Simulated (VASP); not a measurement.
A run of VASP 6.6.1 is set up as follows.

INCAR

```
SYSTEM = Re
ALGO = Normal
EDIFF = 1E-6
ENCUT = 520
GGA = CA
ISIF = 2
ISMEAR = -1
LASPH = .TRUE.
LCHARG = .TRUE.
LELF = .TRUE.
LREAL = .FALSE.
LVHAR = .TRUE.
LWAVE = .FALSE.
NBANDS = 10
NELM = 80
PREC = Accurate
SIGMA = 0.1
```

KPOINTS

```
k-points
0
G
  16 16 16
  0 0 0
```

File POSCAR:

```
Re
1.0
    0.0000000000      1.9803272072      1.9803272072
    1.9803272072      0.0000000000      1.9803272072
    1.9803272072      1.9803272072      0.0000000000
Re
1
Direct
    0.0000000000      0.0000000000      0.0000000000
```

Potentials or basis: VASP PAW LDA potentials, release 64 (Re).

The run is started by

```console
$ cat potpaw_LDA.64/Re/POTCAR > POTCAR
$ mpirun -np 1 vasp_std > vasp.out
```

Problem. Estimate the band gap on the k mesh.

Solution. Zero (an odd number of electrons rules out a gap without spin polarisation).

Problem. Estimate the pressure.

Solution. -25.4 GPa.

Caveat: the cell stands under tension; spin-orbit coupling is left out, which moves the levels of the heavy elements.
